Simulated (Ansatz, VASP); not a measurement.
# One calculation of Rh, two programs

```
Rh
1.0
    -0.09091    1.85720    1.85720
     1.85720   -0.09091    1.85720
     1.85720    1.85720   -0.09091
Rh
1
Direct
  0.00000 0.00000 0.00000
```

Alike in both runs: task single point; functional r2SCAN; k mesh 24 × 24 × 24; occupations gaussian, width 0.15 eV; no spin polarisation.

|  | VASP | Ansatz |
| --- | --- | --- |
| version | VASP 6.6.1 | Ansatz 0.2.0 |
| potentials or method | VASP PAW PBE potentials, release 64 (Rh_pv), cutoff 520 eV | scalar-relativistic, plane waves, PAW |
| valence electrons in the cell | 15 | 17 |

Ansatz gave:

| Item | Value |
| --- | --- |
| gap on the k mesh at the Fermi level (eV) | none |
| pressure (GPa) | 1.3 |
| traceless stress, the component that is largest in VASP (GPa) | 9.29 |

Problem. What did VASP give for the same quantities?

Solution. gap on the k mesh at the Fermi level (eV): none; pressure (GPa): 2.5; traceless stress, the component that is largest in VASP (GPa): 9.41.

VASP's potentials were made for PBE, not for r2SCAN. A gap of «none» marks a metal or a gap that the smearing closes. VASP's potentials hold 15 valence electrons a cell and Ansatz's 17, so a difference there can come from the potentials and not from the codes.
